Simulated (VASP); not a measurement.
Input of a VASP 6.6.1 run:

INCAR

```
SYSTEM = La
PREC     = Accurate       ! precision mode
ENCUT    = 520            ! plane-wave cutoff, eV
EDIFF    = 1E-6           ! SCF threshold, eV
ISMEAR   = -1             ! smearing method
SIGMA    = 0.05           ! smearing width, eV
LREAL    = .FALSE.        ! projectors in reciprocal space
LASPH    = .TRUE.         ! aspherical terms in the spheres
NELM     = 150            ! most SCF steps
ALGO     = Normal         ! electronic algorithm
ISIF     = 2              ! what is computed and relaxed
LWAVE    = .FALSE.        ! write WAVECAR
LCHARG   = .TRUE.         ! write CHGCAR
ISPIN    = 2              ! spin polarisation
MAGMOM   = 1              ! initial moments
LORBIT   = 11             ! projections on sites
LMAXMIX  = 6              ! l up to which the mixer works
GGA      = PE             ! functional
LELF     = .TRUE.         ! ELF
LVHAR    = .TRUE.       
NBANDS   = 16             ! bands
```

KPOINTS

```
regular mesh
0
G
  11 11 11
  0 0 0
```

Contents of POSCAR:

```
La
1.0
   -2.1162943022      2.1162943022      2.1162943022
    2.1162943022     -2.1162943022      2.1162943022
    2.1162943022      2.1162943022     -2.1162943022
La
1
Direct
    0.0000000000      0.0000000000      0.0000000000
```

Potentials or basis: VASP PAW PBE potentials, release 64 (La).

The run is started by

```console
$ cat potpaw_PBE.64/La/POTCAR > POTCAR
$ mpirun -np 1 vasp_std > vasp.out
```

Problem. Predict the net moment.

Solution. 0.56 μB per cell.

Problem. Estimate the pressure.

Solution. 0.0 GPa.

Problem. What does it give for the site moments?

Solution. La +0.26 μB.
